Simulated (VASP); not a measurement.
# Pt (Fm-3m) in VASP: further runs

Pt is run at these levels: PBE; tasks: relaxation of cell and atoms.

Everything below comes from runs of VASP 6.6.1. Logs are shortened: lines on timing, memory, paths and dates and some standing lists are left out, and cuts for length are marked.

**1. The cell of the first run**

The structure is cubic, space group Fm-3m (No. 225). The conventional cell has a = 3.816 Å, b = 3.816 Å, c = 3.816 Å, α = 90.00°, β = 90.00°, γ = 90.00°. Pt (site symmetry m-3m) has 12 Pt at 2.70 Å within 3.6 Å.

**2. Relaxation of cell and atoms, PBE, target pressure 41 GPa, at which the enthalpy is minimised**

INCAR

```
SYSTEM = Pt
PREC = Accurate
ENCUT = 600
EDIFF = 1E-6
ISMEAR = -1
SIGMA = 0.1
LREAL = .False.
LASPH = .True.
NELM = 100
ALGO = Normal
ISIF = 3
LWAVE = .False.
LCHARG = .False.
GGA = PE
IBRION = 2
NSW = 32
EDIFFG = -0.005
PSTRESS = 410.0
```

KPOINTS

```
Automatic mesh
0
Gamma
  17 17 17
  0 0 0
```

POSCAR

```
Pt
1.0
    0.0000000000      1.9079322162      1.9079322162
    1.9079322162      0.0000000000      1.9079322162
    1.9079322162      1.9079322162      0.0000000000
Pt
1
Direct
    0.0000000000      0.0000000000      0.0000000000
```

Potentials or basis: VASP PAW PBE potentials, release 64 (Pt).

On the command line:

```console
$ cat potpaw_PBE.64/Pt/POTCAR > POTCAR
$ mpirun -np 1 vasp_std > vasp.out
```

OUTCAR:

```text
SYSTEM = Pt
   PREC = Accurate
   ENCUT = 600
   EDIFF = 1E-6
   ISMEAR = -1
   LREAL = .False.
   LASPH = .True.
   NELM = 100
   ISIF = 3
   GGA = PE
   IBRION = 2
   NSW = 32
   EDIFFG = -0.005
   PSTRESS = 410.0

 ion  position               nearest neighbor table
   1  0.000  0.000  0.000-

  LATTYP: Found a face centered cubic cell.
 ALAT       =     3.8158644324

  Lattice vectors:

 A1 = (   0.0000000000,   1.9079322162,   1.9079322162)
 A2 = (   1.9079322162,   0.0000000000,   1.9079322162)
 A3 = (   1.9079322162,   1.9079322162,   0.0000000000)

Analysis of symmetry for initial positions (statically):
=====================================================================
 Subroutine PRICEL returns:
 Original cell was already a primitive cell.

 Routine SETGRP: Setting up the symmetry group for a
 face centered cubic supercell.

 Subroutine GETGRP returns: Found 48 space group operations
 (whereof 48 operations were pure point group operations)
 out of a pool of 48 trial point group operations.

The static configuration has the point symmetry O_h .

Analysis of symmetry for dynamics (positions and initial velocities):
=====================================================================
 Subroutine PRICEL returns:
 Original cell was already a primitive cell.

 Routine SETGRP: Setting up the symmetry group for a
 face centered cubic supercell.

 Subroutine GETGRP returns: Found 48 space group operations
 (whereof 48 operations were pure point group operations)
 out of a pool of 48 trial point group operations.

The dynamic configuration has the point symmetry O_h .

 Subroutine INISYM returns: Found 48 space group operations
 (whereof 48 operations are pure point group operations),
 and found     1 'primitive' translations

----------------------------------------------------------------------------------------

                                     Primitive cell

  volume of cell :      13.8905

  direct lattice vectors                    reciprocal lattice vectors
     0.000000000  1.907932216  1.907932216    -0.262063817  0.262063817  0.262063817
     1.907932216  0.000000000  1.907932216     0.262063817 -0.262063817  0.262063817
     1.907932216  1.907932216  0.000000000     0.262063817  0.262063817 -0.262063817

  length of vectors
     2.698223616  2.698223616  2.698223616     0.453907847  0.453907847  0.453907847

  position of ions in fractional coordinates (direct lattice)
     0.000000000  0.000000000  0.000000000
[... 90 lines left out ...]
   EFERMI =   0.00;   METHOD = LEGACY
   ISMEAR =    -1;   SIGMA  =   0.10  broadening in eV -4-tet -1-fermi 0-gaus
   EFERMI_NEDOS =   21; number of points for ismear=-14 and -15
   IALGO  =     38    algorithm
   IMIX   =      4    mixing-type and parameters
     AMIX     =   0.40;   BMIX     =  1.00
     AMIX_MAG =   1.60;   BMIX_MAG =  1.00
  volume/ion in A,a.u.               =      13.89        93.74
  Fermi-wavevector in a.u.,A,eV,Ry     =   1.467242  2.772686 29.290629  2.152800
  Thomas-Fermi vector in A             =   2.582884
   LORBIT       =      0    0 simple, 1 ext, 2 COOP (PROOUT), +10 PAW based schemes
   GGA     = PE    functional components
   LHFCALC =     F    Hartree Fock is set to
   AEXX    =    0.0000 exact exchange contribution
   IVDW    =     0    specifies the selected vdW correction
   LEPSILON=     F    determine dielectric tensor
   LRPA    =     F    only Hartree local field effects (RPA)
 conjugate gradient relaxation of ions
 non-spin polarized calculation
  energy-cutoff  :      600.00
  volume of cell :       13.89
 maximum number of plane-waves:       483
 NGX is ok and might be reduce to    24
   NGX = 11   NGY = 11   NGZ = 11

--------------------------------------- Ionic step        1  -------------------------------------------

 number of electron      10.0000001 magnetization

 Free energy of the ion-electron system (eV)
  ---------------------------------------------------
  ext. energy  EPLUGINS =         0.00000000
  ---------------------------------------------------
  free energy    TOTEN  =        -5.93545349 eV

  energy without entropy =       -5.88915088  energy(sigma->0) =       -5.91230218

------------------------ aborting loop because EDIFF is reached ----------------------------------------

  FORCE on cell =-STRESS in cart. coord.  units (eV):
  Direction    XX          YY          ZZ          XY          YZ          ZX
  --------------------------------------------------------------------------------------
  -------------------------------------------------------------------------------------
  Total        3.5124253      3.5124253      3.5124253      0.0000000      0.0000000     -0.0000000
  in kB      405.1341515    405.1341515    405.1341515      0.0000000      0.0000000     -0.0000000
  external PRESSURE =      -4.8658485 kB  Pullay stress =     410.0000000 kB
[... 61 lines left out ...]
--------------------------------------- Ionic step        3  -------------------------------------------

 number of electron      10.0000001 magnetization

 Free energy of the ion-electron system (eV)
  ---------------------------------------------------
  ext. energy  EPLUGINS =         0.00000000
  ---------------------------------------------------
  free energy    TOTEN  =        -5.93154488 eV

  energy without entropy =       -5.88531898  energy(sigma->0) =       -5.90843193

 E-fermi :  12.9640     XC(G=0): -13.9953

 val. band max:       12.9638091866   @ k =  -0.4706   0.1176   0.0000
 cond. band min:      12.9657694356   @ k =  -0.4706   0.2353   0.0588
 fundamental gap:      0.0019602490
 Fermi energy:        12.9640326187

 k-point     1 :       0.0000    0.0000    0.0000
  band No.  band energies     occupation
      1       1.7550      2.00000
      2       8.6139      2.00000
      3       8.6139      2.00000
      4       8.6139      2.00000
      5      11.0862      2.00000
      6      11.0862      2.00000
      7      27.3003      0.00000
      8      32.7472      0.00000
      9      32.7472      0.00000
[... 265 lines left out ...]
 k-point    24 :      -0.1176    0.0588    0.0000
  band No.  band energies     occupation
      1       2.6739      2.00000
      2       8.1901      2.00000
      3       8.9518      2.00000
      4       8.9870      2.00000
      5      10.7002      2.00000
      6      11.1693      2.00000
      7      28.7219      0.00000
      8      29.9252      0.00000
      9      33.3132      0.00000

 [... further k-points ...]

------------------------ aborting loop because EDIFF is reached ----------------------------------------

  FORCE on cell =-STRESS in cart. coord.  units (eV):
  Direction    XX          YY          ZZ          XY          YZ          ZX
  --------------------------------------------------------------------------------------
  -------------------------------------------------------------------------------------
  Total        3.5530212      3.5530212      3.5530212      0.0000000      0.0000000     -0.0000000
  in kB      410.2706167    410.2706167    410.2706167      0.0000000      0.0000000     -0.0000000
  external PRESSURE =       0.2706167 kB  Pullay stress =     410.0000000 kB
[... 20 lines left out ...]
  energy  without entropy=       -5.8853189796  energy(sigma->0) =       -5.90843193

  enthalpy is  TOTEN    =        -2.3808672262 eV   P V=        3.5506776521

 reached required accuracy - stopping structural energy minimisation
```

CONTCAR:

```text
Pt
   1.00000000000000
     0.0000000000000000    1.9072281972975147    1.9072281972975147
     1.9072281972975147    0.0000000000000000    1.9072281972975147
     1.9072281972975147    1.9072281972975147    0.0000000000000000
  Pt
     1
Direct
     0.0000000000000000    0.0000000000000000    0.0000000000000000

  0.00000000E+00  0.00000000E+00  0.00000000E+00
```

Wall time 15 s (1 thread of Intel Xeon 6975P-C (Granite Rapids), shared host); peak memory 0.16 GiB.

What came out:

| Property | Result |
| --- | --- |
| Free energy | -5.9315 eV |
| Relaxed volume | 13.88 Å³/atom |
| Relaxed cell | a = 2.697 Å, b = 2.697 Å, c = 2.697 Å, α = 60.00°, β = 60.00°, γ = 60.00° |
| Space group after relaxing (to 0.05 Å) | Fm-3m (No. 225) |
| Energy change on relaxing (the enthalpy is what falls) | +3.9 meV/atom |
| Ionic steps | 3 |
| Pressure after relaxing | 41.0 GPa |
| Band gap on the k mesh | zero (band 5 reaches 13.50 eV, above the bottom of band 6 at 10.96 eV) |

Step by step:
```tsv
step	energy change (eV)	largest force (eV/Å)	pressure (GPa)	volume (Å³)
1	0.0000	0.0000	40.51	13.89
2	0.0221	0.0000	43.29	13.81
3	0.0039	0.0000	41.03	13.88
```

Final structure:
```
Pt
1.0
     0.00000    1.90723    1.90723
     1.90723    0.00000    1.90723
     1.90723    1.90723    0.00000
Pt
1
Cartesian
  0.0000 0.0000 0.0000
```

Caveat: the cell is relaxed towards a set pressure, so the enthalpy falls and the energy may rise; spin-orbit coupling is left out, which moves the levels of the heavy elements.

**3. Relaxation of cell and atoms, PBE**

This run uses another cell than the first one, of 15.66 Å³/atom, 1.127 times its volume.

INCAR

```
SYSTEM = Pt
  PREC = Accurate
  ENCUT = 600
  EDIFF = 1E-6
  ISMEAR = -1
  SIGMA = 0.1
  LREAL = .FALSE.
  LASPH = .TRUE.
  NELM = 60
  ALGO = Normal
  ISIF = 3
  LWAVE = .FALSE.
  LCHARG = .FALSE.
  GGA = PE
  IBRION = 2
  NSW = 60
  EDIFFG = -0.005
```

KPOINTS

```
Automatic mesh
0
G
  17 17 17
  0 0 0
```

POSCAR

```
Pt
1.0
    0.0000000000      1.9857740511      1.9857740511
    1.9857740511      0.0000000000      1.9857740511
    1.9857740511      1.9857740511      0.0000000000
Pt
1
Direct
    0.0000000000      0.0000000000      0.0000000000
```

Potentials or basis: VASP PAW PBE potentials, release 64 (Pt).

On the command line:

```console
$ cat potpaw_PBE.64/Pt/POTCAR > POTCAR
$ mpirun -np 1 vasp_std > vasp.out
```

Run time: 16 s. Hardware: 1 thread of Intel Xeon 6975P-C (Granite Rapids), shared host; peak memory 0.16 GiB.

It converged, with:

| Property | Result |
| --- | --- |
| Free energy | -6.1307 eV |
| Relaxed volume | 15.64 Å³/atom |
| Relaxed cell | a = 2.807 Å, b = 2.807 Å, c = 2.807 Å, α = 60.00°, β = 60.00°, γ = 60.00° |
| Space group after relaxing (to 0.05 Å) | Fm-3m (No. 225) |
| Energy gained by relaxing | 0.0 meV/atom |
| Ionic steps | 3 |
| Pressure after relaxing | 0.0 GPa |
| Band gap on the k mesh | zero (band 5 reaches 11.00 eV, above the bottom of band 6 at 8.95 eV) |

Final structure:
```xyz
1
Lattice="0.0000 1.9849 1.9849 1.9849 0.0000 1.9849 1.9849 1.9849 0.0000" Properties=species:S:1:pos:R:3 pbc="T T T"
Pt    0.0000    0.0000    0.0000
```

Levels at points of the mesh, in eV from the Fermi level:
```csv
k point,band 2,band 3,band 4,band 5,band 6,band 7,band 8,band 9
"(0.00, 0.00, 0.00)",-3.58,-3.58,-3.58,-1.55,-1.55,14.72,19.48,19.48
```

Caveat: spin-orbit coupling is left out, which moves the levels of the heavy elements.
